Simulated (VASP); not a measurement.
Rh:

```
Rh
1.0
     0.00000    1.90155    1.90155
     1.90155    0.00000    1.90155
     1.90155    1.90155    0.00000
Rh
1
Direct
  0.00000 0.00000 0.00000
```

| Quantity | Value |
| --- | --- |
| Program | VASP 6.6.1 |
| Task | relaxation of cell and atoms |
| Functional | revPBE |
| Potentials or basis | VASP PAW PBE potentials, release 64 (Rh_pv) |
| Cutoff | 600 eV |
| k mesh | 14 × 14 × 14 |
| Occupations | fermi-dirac, width 0.05 eV |
| Spin | collinear spin, ferromagnetic start |
| Starting moments | [1.0] μB |

At the start: pressure 9.2 GPa; volume 13.75 Å³/atom.

Q: Where does the relaxation end?

A: Over 4 steps the energy falls by 13.3 meV/atom and the volume is 14.23 Å³/atom (+3.5 %); space group Fm-3m (No. 225, to 0.1 Å) before and after; moment 0.00 μB per cell.

The path:
| step | energy change (eV) | largest force (eV/Å) | pressure (GPa) | volume (Å³) |
| --- | --- | --- | --- | --- |
| 1 | 0.0000 | 0.0000 | 9.16 | 13.75 |
| 2 | 0.0459 | 0.0000 | -15.27 | 15.38 |
| 3 | -0.0133 | 0.0000 | -0.22 | 14.25 |
| 4 | -0.0133 | 0.0000 | -0.01 | 14.23 |

Final structure:
```yaml
crystal:
  lattice:
    - [0.00000, 1.92357, 1.92357]
    - [1.92357, 0.00000, 1.92357]
    - [1.92357, 1.92357, 0.00000]
  atoms:
    - { symbol: Rh, position: [0.00000, 0.00000, 0.00000] }
```

Caveat: the PAW data sets were made with another functional, which shifts forces and pressure a little.
